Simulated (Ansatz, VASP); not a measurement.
## TaMo3: VASP beside Ansatz

```xyz
8
Lattice="6.5101 0.0000 0.0000 -3.2550 5.6379 0.0000 0.0000 0.0000 5.0930" Properties=species:S:1:pos:R:3 pbc="T T T"
Ta    3.2550    1.8793    1.2732
Ta    0.0000    3.7586    3.8197
Mo    1.5976    0.9224    3.8197
Mo    4.9125    0.9224    3.8197
Mo    3.2550    3.7931    3.8197
Mo    1.6574    4.7155    1.2732
Mo   -1.6574    4.7155    1.2732
Mo    0.0000    1.8448    1.2732
```

Change from the starting cell: species swapped into the LuZr3 type (P6_3/mmc, No. 194).

Alike in both runs: task relaxation of cell and atoms; functional PBE; k mesh 3 × 3 × 4; occupations gaussian, width 0.1 eV; no spin polarisation.

|  | VASP | Ansatz |
| --- | --- | --- |
| version | VASP 6.6.1 | Ansatz 0.2.0 |
| potentials or method | VASP PAW PBE potentials, release 64 (Ta_pv, Mo_sv), cutoff 600 eV | scalar-relativistic, plane waves, PAW |
| valence electrons in the cell | 106 | 110 |

|  | VASP | Ansatz | Ansatz less VASP |
| --- | --- | --- | --- |
| gap on the k mesh at the Fermi level, each at its own relaxed structure (eV) | none | none | - |
| relaxed volume (Å³/atom) | 16.76 | 16.72 | -0.041 |
| relaxed cell length with the largest relative difference (Å) | 5.565 | 5.558 | -0.0073 |

A gap of «none» marks a metal or a gap that the smearing closes. VASP's potentials hold 106 valence electrons a cell and Ansatz's 110, so a difference there can come from the potentials and not from the codes.

The k mesh is coarse, so the values compare programs but aren't converged. Spin-orbit coupling is off throughout. Noted on VASP's run: the volume moved by over 15 % at a fixed basis, so the end points are rough.
